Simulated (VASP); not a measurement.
BeS:

```
Be S
1.0
     0.00000    2.42500    2.42500
     2.42500    0.00000    2.42500
     2.42500    2.42500    0.00000
Be S
1 1
Direct
  0.00000 0.00000 0.00000
  0.25000 0.25000 0.25000
```

Base run:

| Quantity | Value |
| --- | --- |
| Program | VASP 6.6.1 |
| Functional | PBE |
| Dispersion | D3(BJ) |
| Potentials or basis | VASP PAW PBE potentials, release 64 (Be, S) |
| Cutoff | 520 eV |
| k mesh | 6 × 6 × 6 |
| Occupations | gaussian, width 0.01 eV |
| Spin | no spin polarisation |

Its results: band gap on the k mesh 3.11 eV, indirect (least direct gap 5.67 eV); pressure -2.0 GPa.

Q: After a change of settings the same cell gave: band gap on the k mesh 3.10 eV, indirect (least direct gap 5.66 eV); pressure -1.5 GPa. Which change was it?
A. k mesh from 6 × 6 × 6 to 5 × 5 × 5
B. k mesh from 6 × 6 × 6 to 4 × 4 × 4
C. k mesh from 6 × 6 × 6 to 3 × 3 × 3

A: B.

Caveats: some runs use coarse meshes; three body term missing.
